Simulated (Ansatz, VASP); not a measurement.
# CdF2 in VASP and in Ansatz

The input POSCAR:

```
CdF2
1.0
    0.0673544420      2.6941776810      2.6941776810
    2.6941776810      0.0673544420      2.6941776810
    2.7615321231      2.7615321231      0.0000000001
Cd F
1 2
Direct
    0.0000000000      0.0000000000      0.0000000000
    0.2471721068      0.2471721068      0.2528278932
    0.7528278932      0.7528278932      0.7471721068
```

File INCAR.step1:

```
ALGO     = Normal         # electronic algorithm
EDIFF    = 1E-4           # SCF threshold, eV
ENCUT    = 520            # plane-wave cutoff, eV
GGA      = PE             # functional
ISMEAR   = 0              # smearing method
LASPH    = T              # aspherical terms in the spheres
LCHARG   = F              # write CHGCAR
LREAL    = F              # projectors in reciprocal space
LWAVE    = T              # write WAVECAR
NBANDS   = 20             # bands
NELM     = 60             # most SCF steps
PREC     = Accurate       # precision mode
SIGMA    = 0.01           # smearing width, eV
```

INCAR.step2

```
ALGO     = Normal         # electronic algorithm
EDIFF    = 1E-6           # SCF threshold, eV
ENCUT    = 520            # plane-wave cutoff, eV
ISIF     = 2              # what is computed and relaxed
ISMEAR   = 0              # smearing method
ISTART   = 1            
LASPH    = T              # aspherical terms in the spheres
LCHARG   = F              # write CHGCAR
LMIXTAU  = T            
LREAL    = F              # projectors in reciprocal space
LWAVE    = F              # write WAVECAR
METAGGA  = R2SCAN         # meta-GGA
NBANDS   = 20             # bands
NELM     = 60             # most SCF steps
PREC     = Accurate       # precision mode
SIGMA    = 0.01           # smearing width, eV
```

File KPOINTS:

```
k-points
0
Gamma
  8 8 8
```

Input for Ansatz:

```yaml
crystal:
  lattice:
    - [0.067354442, 2.694177681, 2.694177681]
    - [2.694177681, 0.067354442, 2.694177681]
    - [2.7615321231, 2.7615321231, 1.0e-10]
  atoms:
    - { symbol: Cd, position: [0.0, 0.0, 0.0] }
    - { symbol: F, position: [0.2471721068, 0.2471721068, 0.2528278932] }
    - { symbol: F, position: [0.7528278932, 0.7528278932, 0.7471721068] }
kpoints:
  mp_grid: { grid: [8, 8, 8] }
  band_path:
    path:
      - [0.0, 0.0, 0.0]
      - [0.5, 0.0, 0.5]
      - [0.625, 0.25, 0.625]
      - [0.375, 0.375, 0.75]
      - [0.5, 0.5, 0.5]
      - [0.5, 0.25, 0.75]
      - [0.25, 0.489583, -0.260417]
    npoints: 1
hamiltonian:
  xc: r2scan
scf:
  occupations: { method: fixed }
  n_extra_bands: 4
output:
  forces: true
  stress: true
  eigenvalues: true
  write_density: true
  write_potential: true
  elf: true
  volumetric_format: npy
```

Change from the starting cell: shear_xy strain +5.0%.

Alike in both runs: task single point; functional r2SCAN; k mesh 8 × 8 × 8; no spin polarisation.

|  | VASP | Ansatz |
| --- | --- | --- |
| version | VASP 6.6.1 | Ansatz 0.2.0 |
| potentials or method | VASP PAW PBE potentials, release 64 (Cd, F) | plane waves, PAW |
| plane-wave cutoff (eV) | 520 | 500 |
| occupations | gaussian, width 0.01 eV | fixed |
| valence electrons in the cell | 26 | 34 |

```csv
,VASP,Ansatz,Ansatz less VASP
gap on the k mesh at the Fermi level (eV),3.75,3.79,+0.044
pressure (GPa),1.2,0.2,-1.00
"traceless stress, the component that is largest in VASP (GPa)",-1.38,-1.21,+0.179
rms of the force components (eV/Å),0.010,0.000,-0.0098
```

VASP's potentials were made for PBE, not for r2SCAN. Atom by atom the forces differ by 0.010 eV/Å (rms over components). VASP's potentials hold 26 valence electrons a cell and Ansatz's 34, so a difference there can come from the potentials and not from the codes.
